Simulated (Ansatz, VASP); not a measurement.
# AlGa3N4 in VASP and in Ansatz

```
CELL_PARAMETERS angstrom
5.21949 0.00000 0.00013
0.00000 3.21246 0.00000
-0.00364 0.00000 5.64285
ATOMIC_POSITIONS crystal
Al 0.00060 0.50000 0.66736
Ga 0.49912 0.50000 0.33492
Ga 0.49903 0.00000 0.83156
Ga 0.99986 0.00000 0.16618
N 0.11967 0.50000 0.34010
N 0.11765 0.00000 0.82638
N 0.62044 0.00000 0.16622
N 0.63123 0.50000 0.66730
```

Change from the starting cell: strain +0.015 along x and y, +0.030 along z, atoms carried along.

Alike in both runs: task single point; functional PBEsol; k mesh 6 × 8 × 6; occupations gaussian, width 0.05 eV; no spin polarisation.

```csv
,VASP,Ansatz
version,VASP 6.6.1,Ansatz 0.2.0
potentials or method,"VASP PAW PBE potentials, release 64 (Al, Ga_d, N), cutoff 520 eV","scalar-relativistic, plane waves, PAW"
valence electrons in the cell,62,62
```

```tsv
	VASP	Ansatz	Ansatz less VASP
gap on the k mesh at the Fermi level (eV)	1.95	1.94	-0.015
least direct gap on the mesh (eV)	1.95	1.94	-0.015
pressure (GPa)	-10.1	-10.0	+0.13
traceless stress, the component that is largest in VASP (GPa)	-2.80	-2.79	+0.013
rms of the force components (eV/Å)	0.061	0.061	+0.0004
```

VASP's potentials were made for PBE, not for PBEsol. Atom by atom the forces differ by 0.002 eV/Å (rms over components). The functional is the same, so the differences come from potentials, cutoffs and numerics.
